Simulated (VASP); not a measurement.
Input of a VASP 6.6.1 run:

File INCAR:

```
ALGO = Normal
EDIFF = 1E-6
ENCUT = 520
ISIF = 2
ISMEAR = -1
LASPH = T
LCHARG = F
LREAL = F
LWAVE = F
NBANDS = 16
NELM = 60
PREC = Accurate
SIGMA = 0.05
```

Contents of KPOINTS:

```
k-points
0
Gamma
  10 10 8
```

POSCAR

```
TiB2
1.0
    3.0088691861      0.0000000000      0.0000000000
   -1.5044345930      2.6057571518      0.0000000000
    0.0000000000      0.0000000000      3.2067322330
Ti B
1 2
Direct
    0.0000000000      0.0000000000      0.0000000000
    0.6666666667      0.3333333333      0.5000000000
    0.3333333333      0.6666666667      0.5000000000
```

Potentials or basis: VASP PAW LDA potentials, release 64 (Ti_sv, B).

Launch:

```bash
$ cat potpaw_LDA.64/Ti_sv/POTCAR potpaw_LDA.64/B/POTCAR > POTCAR
$ mpirun -np 1 vasp_std > vasp.out
```

(1) Predict the band gap on the k mesh.

(2) Predict the pressure.

Results:

(1) zero (band 9 reaches 10.53 eV, above the bottom of band 10 at 9.96 eV).

(2) -5.7 GPa.
